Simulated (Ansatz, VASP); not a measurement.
# SiC2: VASP beside Ansatz

The input INCAR:

```
ALGO = Normal
EDIFF = 1E-6
EDIFFG = -0.01
ENCUT = 600
GGA = PE
IBRION = 2
ISIF = 3
ISMEAR = 0
LASPH = True
LCHARG = False
LREAL = False
LWAVE = False
NELM = 100
NSW = 100
PREC = Accurate
SIGMA = 0.1
```

KPOINTS

```
k-points
0
Gamma
  8 8 12
```

The input POSCAR:

```
SiC2
1.0
    4.5328885269      0.0000000000      0.0000000000
    0.0000000000      4.5328885269      0.0000000000
    0.0000000000      0.0000000000      2.9668365949
Si C
2 4
Direct
    0.0000000000      0.0000000000      0.0000000000
    0.5000000000      0.5000000000      0.5000000000
    0.2939299232      0.2939299232      0.0000000000
    0.2060700768      0.7939299232      0.5000000000
    0.7060700768      0.7060700768      0.0000000000
    0.7939299232      0.2060700768      0.5000000000
```

Input for Ansatz:

```yaml
crystal:
  lattice:
    - [4.5328885269, 0.0, 0.0]
    - [0.0, 4.5328885269, 0.0]
    - [0.0, 0.0, 2.9668365949]
  atoms:
    - { symbol: Si, position: [0.0, 0.0, 0.0] }
    - { symbol: Si, position: [0.5, 0.5, 0.5] }
    - { symbol: C, position: [0.2939299232, 0.2939299232, 0.0] }
    - { symbol: C, position: [0.2060700768, 0.7939299232, 0.5] }
    - { symbol: C, position: [0.7060700768, 0.7060700768, 0.0] }
    - { symbol: C, position: [0.7939299232, 0.2060700768, 0.5] }
basis:
  ecutwfc: 420
kpoints:
  mp_grid: { grid: [8, 8, 12] }
hamiltonian:
  xc: pbe
scf:
  occupations: { method: gaussian, width: 0.1 }
output:
  forces: true
  stress: true
  eigenvalues: true
relax:
  adjacent_minimum: "off"
  f_tol: 0.01
  max_steps: 80
  cell: { stress_tol: 0.05 }
```

Alike in both runs: task relaxation of cell and atoms; functional PBE; k mesh 8 × 8 × 12; occupations gaussian, width 0.1 eV; no spin polarisation.

|  | VASP | Ansatz |
| --- | --- | --- |
| version | VASP 6.6.1 | Ansatz 0.2.0 |
| potentials or method | VASP PAW PBE potentials, release 64 (Si, C), cutoff 600 eV | scalar-relativistic, plane waves, PAW |
| valence electrons in the cell | 24 | 24 |

|  | VASP | Ansatz | Ansatz less VASP |
| --- | --- | --- | --- |
| gap on the k mesh at the Fermi level, each at its own relaxed structure (eV) | none | none | - |
| relaxed volume (Å³/atom) | 10.13 | 10.15 | +0.013 |
| relaxed length of the cell vector where the two differ most in proportion (Å) | 4.543 | 4.545 | +0.0021 |

A gap of «none» marks a metal or a gap that the smearing closes.
